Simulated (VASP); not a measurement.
Input of a VASP 6.6.1 run:

Contents of INCAR:

```
SYSTEM = InPd
PREC = Accurate
ENCUT = 520
EDIFF = 1E-6
ISMEAR = 0
SIGMA = 0.15
LREAL = .FALSE.
LASPH = .TRUE.
NELM = 60
ALGO = Fast
ISIF = 2
LWAVE = .FALSE.
LCHARG = .FALSE.
GGA = PE
NBANDS = 18
```

KPOINTS

```
regular mesh
0
G
  14 14 14
  0 0 0
```

Contents of POSCAR:

```
InPd
1.0
    3.2667572751      0.0000000000      0.0000000000
    0.0000000000      3.2667572751      0.0000000000
    0.0000000000      0.0000000000      3.3822762378
In Pd
1 1
Direct
   -0.0053840416      0.0000000000      0.0000000000
    0.5058089164      0.5000000000      0.5000000000
```

Potentials or basis: VASP PAW PBE potentials, release 64 (In_d, Pd).

Run with:

```sh
$ cat potpaw_PBE.64/In_d/POTCAR potpaw_PBE.64/Pd/POTCAR > POTCAR
$ mpirun -np 1 vasp_std > vasp.out
```

Question: Predict the largest force.

Answer: 0.126 eV/Å.

Question: What does it give for the band gap on the k mesh?

Answer: Zero (an odd number of electrons rules out a gap without spin polarisation).

Forces in eV/Å, atoms in the order of the input:
```
In   0.126  0.000  0.000
Pd  -0.126  0.000  0.000
```

Caveat: the cell differs from its parent crystal (atoms displaced along a vibrational mode, the cell strained); spin-orbit coupling is left out, which moves the levels of the heavy elements.
